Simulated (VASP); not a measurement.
Si3Mo: relaxation of cell and atoms with PBE

Si3Mo:

```xyz
8
Lattice="4.8144 0.0000 0.0000 0.0000 4.8144 0.0000 0.0000 0.0000 4.8144" Properties=species:S:1:pos:R:3 pbc="T T T"
Si    1.2036    0.0000    2.4072
Si    2.4072    3.6108    0.0000
Si    3.6108    0.0000    2.4072
Si    2.4072    1.2036    0.0000
Si    0.0000    2.4072    3.6108
Si    0.0000    2.4072    1.2036
Mo    0.0000    0.0000    0.0000
Mo    2.4072    2.4072    2.4072
```

The cell was built from a structure type or drawn by symmetry, and may not be a known phase.

- Program: VASP 6.6.1
- Task: relaxation of cell and atoms
- Functional: PBE
- Potentials or basis: VASP PAW PBE potentials, release 64 (Si, Mo_sv)
- Cutoff: 600 eV
- k mesh: 8 × 8 × 8
- Occupations: gaussian, width 0.1 eV
- Spin: no spin polarisation
- Dipole correction: no
- Further INCAR settings: ALGO = Normal; EDIFF = 1e-06; IBRION = 2; EDIFFG = -0.01; NSW = 100; ISIF = 3

```yaml
Relaxed_volume: 13.93 Å³/atom
Relaxed_cell: a = 4.813 Å, b = 4.813 Å, c = 4.813 Å, α = 90.00°, β = 90.00°, γ = 90.00°
Space_group_after_relaxing_to_0.1_Å: Pm-3n (No. 223)
Energy_gained_by_relaxing: 0.0 meV/atom
Ionic_steps: 3
Pressure_after_relaxing: 0.0 GPa
Band_gap_on_the_k_mesh: zero (bands 26 and 27 overlap by 0.90 eV)
```

Final structure:
```xyz
8
Lattice="4.8128 0.0000 0.0000 0.0000 4.8128 0.0000 0.0000 0.0000 4.8128" Properties=species:S:1:pos:R:3 pbc="T T T"
Si    1.2032    0.0000    2.4064
Si    2.4064    3.6096    0.0000
Si    3.6096    0.0000    2.4064
Si    2.4064    1.2032    0.0000
Si    0.0000    2.4064    3.6096
Si    0.0000    2.4064    1.2032
Mo    0.0000    0.0000    0.0000
Mo    2.4064    2.4064    2.4064
```

Levels at points of the mesh, in eV from the Fermi level:
```
           k point  band 22  band 23  band 24  band 25  band 26  band 27  band 28  band 29  band 30  band 31
(0.00, 0.00, 0.00)    -1.99    -1.99    -0.96    -0.96    -0.96     1.00     1.00     1.00     2.23     2.23
(0.50, 0.00, 0.00)    -2.65     0.00     0.00     0.01     0.01     1.90     1.90     2.09     2.09     2.12
(0.50, 0.50, 0.00)    -2.43    -0.92    -0.92    -0.37    -0.26     0.81     1.06     2.74     2.82     2.99
(0.50, 0.50, 0.50)    -1.03    -1.03    -1.03    -1.03    -1.03     2.27     2.27     2.27     2.27     2.27
```

Wall time 2.2 min on 1 thread of Intel(R) Xeon(R) 6975P-C (Granite Rapids) (shared host), peak memory 0.32 GiB.
